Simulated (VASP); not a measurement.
Input of a VASP 6.6.1 run:

The input INCAR:

```
SYSTEM = MgB2
PREC     = Accurate       ! precision mode
ENCUT    = 520            ! plane-wave cutoff, eV
EDIFF    = 1E-6           ! SCF threshold, eV
ISMEAR   = 0              ! smearing method
SIGMA    = 0.1            ! smearing width, eV
LREAL    = .False.        ! projectors in reciprocal space
LASPH    = .True.         ! aspherical terms in the spheres
NELM     = 80             ! most SCF steps
ALGO     = Normal         ! electronic algorithm
ISIF     = 2              ! what is computed and relaxed
LWAVE    = .False.        ! write WAVECAR
LCHARG   = .False.        ! write CHGCAR
GGA      = PS             ! functional
NBANDS   = 11             ! bands
```

The input KPOINTS:

```
regular mesh
0
Gamma
  15 15 12
  0 0 0
```

The input POSCAR:

```
MgB2
1.0
    3.1832579780      0.0000000000      0.0000000000
   -1.5916289890      2.7567822757      0.0000000000
    0.0000000000      0.0000000000      3.7408975500
Mg B
1 2
Direct
    0.0000000000      0.0000000000      0.0000000000
    0.3333333333      0.6666666667      0.5000000000
    0.6666666667      0.3333333333      0.5000000000
```

Potentials or basis: VASP PAW PBE potentials, release 64 (Mg, B).

The run is started by

```sh
$ cat potpaw_PBE.64/Mg/POTCAR potpaw_PBE.64/B/POTCAR > POTCAR
$ mpirun -np 1 vasp_std > vasp.out
```

Estimate the pressure.

-16.4 GPa.

What does it give for the band gap on the k mesh?

Zero (band 4 reaches 5.97 eV, above the bottom of band 5 at 2.62 eV).

Stress tensor (GPa, compression positive):
```
-16.69   0.00   0.00
  0.00 -16.69   0.00
  0.00   0.00 -15.94
```

Caveat: the cell differs from its parent crystal (strained); the PAW data sets were made with another functional, which shifts forces and pressure a little.
